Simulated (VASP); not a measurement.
# Sb (R-3m) in VASP: single point with PBEsol

Aim: the single point of Sb with PBEsol.

Everything below comes from runs of VASP 6.6.1. Logs are shortened: lines on timing, memory, paths and dates and some standing lists are left out, and cuts for length are marked.

## 1. The cell of the first run

The structure is trigonal, space group R-3m (No. 166). Conventional cell: a = 4.320 Å, b = 4.320 Å, c = 11.212 Å, α = 90.00°, β = 90.00°, γ = 120.00°. Within 3.8 Å of Sb (site symmetry 3m) lie 6 Sb at 2.91 to 3.35 Å.

## 2. Single point, PBEsol

The input, INCAR:

```
PREC = Accurate
ENCUT = 500
EDIFF = 1E-6
ISMEAR = -1
SIGMA = 0.05
LREAL = F
LASPH = T
NELM = 120
ALGO = Normal
ISIF = 2
LWAVE = F
LCHARG = F
GGA = PS
NBANDS = 22
GGA_COMPAT = F
```

The input, KPOINTS:

```
Automatic mesh
0
Gamma
  6 6 6
```

The input, POSCAR:

```
Sb
1.0
    2.1597809450      1.2469501100      3.7374362679
   -2.1597809450      1.2469501100      3.7374362679
    0.0000000000     -2.4939002199      3.7374362679
Sb
2
Direct
    0.2336626070      0.2336626070      0.2336626070
    0.7663373930      0.7663373930      0.7663373930
```

Potentials or basis: VASP PAW PBE potentials, release 64 (Sb_d_GW).

Command:

```bash
$ cat potpaw_PBE.64/Sb_d_GW/POTCAR > POTCAR
$ mpirun -np 1 vasp_std > vasp.out
```

OUTCAR:

```text
PREC = Accurate
   ENCUT = 500
   EDIFF = 1E-6
   ISMEAR = -1
   LREAL = F
   LASPH = T
   NELM = 120
   ISIF = 2
   GGA = PS

 ion  position               nearest neighbor table
   1  0.234  0.234  0.234-   2 2.91   2 2.91   2 2.91   2 3.35   2 3.35   2 3.35
   2  0.766  0.766  0.766-   1 2.91   1 2.91   1 2.91   1 3.35   1 3.35   1 3.35

  LATTYP: Found a trigonal (rhomboedric) cell.
 ALAT       =     4.4931022873
 COS(alpha) =     0.5378778397

  Lattice vectors:

 A1 = (   2.1597809450,   1.2469501100,   3.7374362679)
 A2 = (  -2.1597809450,   1.2469501100,   3.7374362679)
 A3 = (   0.0000000000,  -2.4939002199,   3.7374362679)

Analysis of symmetry for initial positions (statically):
=====================================================================
 Subroutine PRICEL returns:
 Original cell was already a primitive cell.

 Routine SETGRP: Setting up the symmetry group for a
 trigonal (rhombohedral) supercell.

 Subroutine GETGRP returns: Found 12 space group operations
 (whereof 12 operations were pure point group operations)
 out of a pool of 12 trial point group operations.

The static configuration has the point symmetry D_3d.

Analysis of symmetry for dynamics (positions and initial velocities):
=====================================================================
 Subroutine PRICEL returns:
 Original cell was already a primitive cell.

 Routine SETGRP: Setting up the symmetry group for a
 trigonal (rhombohedral) supercell.

 Subroutine GETGRP returns: Found 12 space group operations
 (whereof 12 operations were pure point group operations)
 out of a pool of 12 trial point group operations.

The dynamic configuration has the point symmetry D_3d.

 Subroutine INISYM returns: Found 12 space group operations
 (whereof 12 operations are pure point group operations),
 and found     1 'primitive' translations

----------------------------------------------------------------------------------------

                                     Primitive cell

  volume of cell :      60.3926

  direct lattice vectors                    reciprocal lattice vectors
     2.159780945  1.246950110  3.737436268     0.231504959  0.133659451  0.089187697
    -2.159780945  1.246950110  3.737436268    -0.231504959  0.133659451  0.089187697
     0.000000000 -2.493900220  3.737436268     0.000000000 -0.267318901  0.089187697

  length of vectors
     4.493102287  4.493102287  4.493102287     0.281804614  0.281804614  0.281804614

  position of ions in fractional coordinates (direct lattice)
     0.233662607  0.233662607  0.233662607
     0.766337393  0.766337393  0.766337393

  ion indices of the primitive-cell ions
   primitive index   ion index
                 1           1
                 2           2

----------------------------------------------------------------------------------------

 KPOINTS: Automatic mesh

Automatic generation of k-mesh.
 Grid dimensions read from file:
 generate k-points for:    6    6    6

 Generating k-lattice:

  Cartesian coordinates                     Fractional coordinates (reciprocal lattice)
     0.038584160  0.022276575  0.014864616     0.166666667 -0.000000000 -0.000000000
    -0.038584160  0.022276575  0.014864616    -0.000000000  0.166666667 -0.000000000
     0.000000000 -0.044553150  0.014864616    -0.000000000 -0.000000000  0.166666667

  Length of vectors
     0.046967436  0.046967436  0.046967436

  Shift w.r.t. Gamma in fractional coordinates (k-lattice)
     0.000000000  0.000000000  0.000000000

 Subroutine IBZKPT returns following result:
 ===========================================

 Found     32 irreducible k-points:

 Following reciprocal coordinates:
            Coordinates               Weight
  0.000000  0.000000  0.000000      1.000000
  0.166667 -0.000000 -0.000000      6.000000
  0.333333 -0.000000 -0.000000      6.000000
  0.500000 -0.000000  0.000000      3.000000
  0.166667  0.166667 -0.000000      6.000000
  0.333333  0.166667  0.000000     12.000000
[... 16 lines left out ...]
  0.500000  0.500000  0.166667      6.000000
 -0.333333  0.500000  0.166667     12.000000
 [... further k-points ...]
   k-points           NKPTS =     32   k-points in BZ     NKDIM =     32   number of bands    NBANDS=     22
   number of dos      NEDOS =    301   number of ions     NIONS =      2
   total plane-waves  NPLWV =  46656
   dimension x,y,z NGX =    36 NGY =   36 NGZ =   36
   dimension x,y,z NGXF=    72 NGYF=   72 NGZF=   72
   ions per type =               2
   NGX,Y,Z   is equivalent  to a cutoff of  13.32, 13.32, 13.32 a.u.
   NGXF,Y,Z  is equivalent  to a cutoff of  26.64, 26.64, 26.64 a.u.
 SYSTEM =  unknown system
   PREC   = accura    normal or accurate (medium, high low for compatibility)
   ISTART =      0    job   : 0-new  1-cont  2-samecut
   ICHARG =      2    charge: 1-file 2-atom 10-const
   ISPIN  =      1    spin polarized calculation?
   LNONCOLLINEAR =      F non collinear calculations
   LSORBIT =      F    spin-orbit coupling
   LASPH  =      T    aspherical Exc in radial PAW
   ENCUT  =  500.0 eV  36.75 Ry    6.06 a.u.   8.19  8.19  8.19*2*pi/ulx,y,z
   NELM   =    120;   NELMIN=  2; NELMDL= -5     # of ELM steps
   EDIFF  = 0.1E-05   stopping-criterion for ELM
   LREAL  =      F    real-space projection
   EDIFFG = 0.1E-04   stopping-criterion for IOM
   NSW    =      0    number of steps for IOM
   IBRION =     -1    ionic relax: 0-MD 1-quasi-New 2-CG
   NFREE  =      0    steps in history (QN), initial steepest desc. (CG)
   ISIF   =      2    stress and relaxation
   ISYM   =      2    0-nonsym 1-usesym 2-fastsym
   POTIM  = 0.5000    time-step for ionic-motion
   TEBEG  =    0.0;   TEEND  =   0.0 temperature during run
   PSTRESS=    0.0 pullay stress
   NELECT =      30.0000    total number of electrons
   NUPDOWN=      -1.0000    fix difference up-down
   EMIN   =  10.00;   EMAX   =-10.00  energy-range for DOS
   EFERMI =   0.00;   METHOD = LEGACY
   ISMEAR =    -1;   SIGMA  =   0.05  broadening in eV -4-tet -1-fermi 0-gaus
   EFERMI_NEDOS =   21; number of points for ismear=-14 and -15
   IALGO  =     38    algorithm
   IMIX   =      4    mixing-type and parameters
     AMIX     =   0.40;   BMIX     =  1.00
     AMIX_MAG =   1.60;   BMIX_MAG =  1.00
  volume/ion in A,a.u.               =      30.20       203.77
  Fermi-wavevector in a.u.,A,eV,Ry     =   1.296544  2.450113 22.871757  1.681027
  Thomas-Fermi vector in A             =   2.427994
   LORBIT       =      0    0 simple, 1 ext, 2 COOP (PROOUT), +10 PAW based schemes
   GGA     = PS    functional components
   LHFCALC =     F    Hartree Fock is set to
   AEXX    =    0.0000 exact exchange contribution
   IVDW    =     0    specifies the selected vdW correction
   LEPSILON=     F    determine dielectric tensor
   LRPA    =     F    only Hartree local field effects (RPA)
 non-spin polarized calculation
  energy-cutoff  :      500.00
  volume of cell :       60.39
 maximum number of plane-waves:      1556
 NGX is ok and might be reduce to    36
   NGX = 17   NGY = 17   NGZ = 17

 number of electron      30.0000006 magnetization

 Free energy of the ion-electron system (eV)
  ---------------------------------------------------
  ext. energy  EPLUGINS =         0.00000000
  ---------------------------------------------------
  free energy    TOTEN  =        -9.17841474 eV

  energy without entropy =       -9.17574550  energy(sigma->0) =       -9.17708012

 E-fermi :   5.2259     XC(G=0): -10.0642

 val. band max:        4.9730138392   @ k =   0.5000  -0.0000   0.0000
 cond. band min:       5.2427728621   @ k =   0.3333   0.1667   0.1667
 fundamental gap:      0.2697590229
 Fermi energy:         5.2258605034

 k-point     1 :       0.0000    0.0000    0.0000
  band No.  band energies     occupation
      1     -24.1505      2.00000
      2     -24.1505      2.00000
      3     -24.0616      2.00000
      4     -24.0616      2.00000
      5     -24.0362      2.00000
      6     -23.9478      2.00000
[... 14 lines left out ...]
     21      10.4463      0.00000
     22      11.6916      0.00000

 k-point     2 :       0.1667   -0.0000   -0.0000
  band No.  band energies     occupation
      1     -24.1395      2.00000
      2     -24.1348      2.00000
      3     -24.0563      2.00000
      4     -24.0526      2.00000
      5     -24.0294      2.00000
      6     -23.9551      2.00000
[... 14 lines left out ...]
     21      10.6050      0.00000
     22      13.5873      0.00000

 k-point     3 :       0.3333   -0.0000   -0.0000
  band No.  band energies     occupation
      1     -24.1138      2.00000
      2     -24.0928      2.00000
      3     -24.0449      2.00000
      4     -24.0291      2.00000
      5     -24.0106      2.00000
      6     -23.9779      2.00000
[... 14 lines left out ...]
     21      12.2255      0.00000
     22      15.8489      0.00000

 k-point     4 :       0.5000   -0.0000    0.0000
  band No.  band energies     occupation
      1     -24.0977      2.00000
      2     -24.0524      2.00000
      3     -24.0375      2.00000
      4     -24.0163      2.00000
      5     -24.0050      2.00000
      6     -23.9959      2.00000
[... 14 lines left out ...]
     21      14.3480      0.00000
     22      14.4983      0.00000

 k-point     5 :       0.1667    0.1667   -0.0000
  band No.  band energies     occupation
      1     -24.1489      2.00000
      2     -24.1205      2.00000
      3     -24.0594      2.00000
      4     -24.0488      2.00000
      5     -24.0271      2.00000
      6     -23.9583      2.00000
[... 417 lines left out ...]
 k-point    22 :      -0.1667    0.3333    0.1667
  band No.  band energies     occupation
      1     -24.1295      2.00000
      2     -24.0500      2.00000
      3     -24.0460      2.00000
      4     -24.0185      2.00000
      5     -24.0080      2.00000
      6     -23.9939      2.00000
[... 14 lines left out ...]
     21      13.5610      0.00000
     22      14.6261      0.00000

 k-point    23 :       0.5000    0.5000    0.1667
  band No.  band energies     occupation
      1     -24.1346      2.00000
      2     -24.0746      2.00000
      3     -24.0538      2.00000
      4     -24.0206      2.00000
      5     -24.0048      2.00000
      6     -23.9807      2.00000
[... 14 lines left out ...]
     21      14.5705      0.00000
     22      15.3829      0.00000

 k-point    24 :      -0.3333    0.5000    0.1667
  band No.  band energies     occupation
      1     -24.1285      2.00000
      2     -24.0668      2.00000
      3     -24.0470      2.00000
      4     -24.0204      2.00000
      5     -23.9970      2.00000
      6     -23.9915      2.00000
[... 14 lines left out ...]
     21      15.3750      0.00000
     22      16.0125      0.00000

 [... further k-points ...]
[... 5 lines left out ...]
  --------------------------------------------------------------------------------------
  -------------------------------------------------------------------------------------
  Total       -0.0268103     -0.0268103     -0.0200487     -0.0000000     -0.0000000      0.0000000
  in kB       -0.7112599     -0.7112599     -0.5318793     -0.0000000     -0.0000000      0.0000000
  external PRESSURE =      -0.6514664 kB  Pullay stress =       0.0000000 kB

 VOLUME and BASIS-vectors are now :
 -----------------------------------------------------------------------------
  energy-cutoff  :      500.00
  volume of cell :       60.39
      direct lattice vectors                 reciprocal lattice vectors
     2.159780945  1.246950110  3.737436268     0.231504959  0.133659451  0.089187697
    -2.159780945  1.246950110  3.737436268    -0.231504959  0.133659451  0.089187697
     0.000000000 -2.493900220  3.737436268     0.000000000 -0.267318901  0.089187697

 POSITION                                       TOTAL-FORCE (eV/Angst)
 -----------------------------------------------------------------------------------
      0.00000      0.00000      2.61990         0.000000      0.000000      0.004061
      0.00000      0.00000      8.59241         0.000000     -0.000000     -0.004061
 -----------------------------------------------------------------------------------
    total drift:                               -0.000000     -0.000000      0.000000

  FREE ENERGIE OF THE ION-ELECTRON SYSTEM (eV)
  ---------------------------------------------------
  free  energy   TOTEN  =        -9.1784147391 eV

  energy  without entropy=       -9.1757455024  energy(sigma->0) =       -9.17708012
```

Wall time 51 s (1 thread of Intel Xeon Platinum 8488C (Sapphire Rapids), shared host); peak memory 0.23 GiB.

What came out:

```
Free energy            : -9.1784 eV
Pressure               : -0.1 GPa
Largest force          : 0.004 eV/Å
Band gap on the k mesh : zero (bands 15 and 16 overlap by 0.27 eV)
```

Forces in eV/Å, atoms in the order of the input:
```
Sb   0.000  0.000  0.004
Sb   0.000  0.000 -0.004
```

Levels at points of the mesh, in eV from the Fermi level:
```
           k point  band 11  band 12  band 13  band 14  band 15  band 16  band 17  band 18  band 19  band 20
(0.00, 0.00, 0.00)   -12.75    -4.86    -2.03    -1.83    -1.83     2.09     2.69     2.69     5.07     5.07
(0.50, 0.00, 0.00)   -10.38    -9.68    -1.93    -1.79    -0.32    -0.25     0.17     0.44     7.59     8.46
(0.50, 0.50, 0.00)   -10.37    -8.01    -5.49    -3.76    -3.70     1.48     4.93     5.46     6.92     9.15
(0.50, 0.50, 0.50)   -11.17    -9.03    -1.33    -1.33    -0.55     0.07     0.07     1.01     6.99     8.95
```

Caveat: the PAW data sets were made with another functional, which shifts forces and pressure a little; spin-orbit coupling is left out, which moves the levels of the heavy elements.

The gap in the log of VASP goes by the Fermi energy; the results here count the filled bands.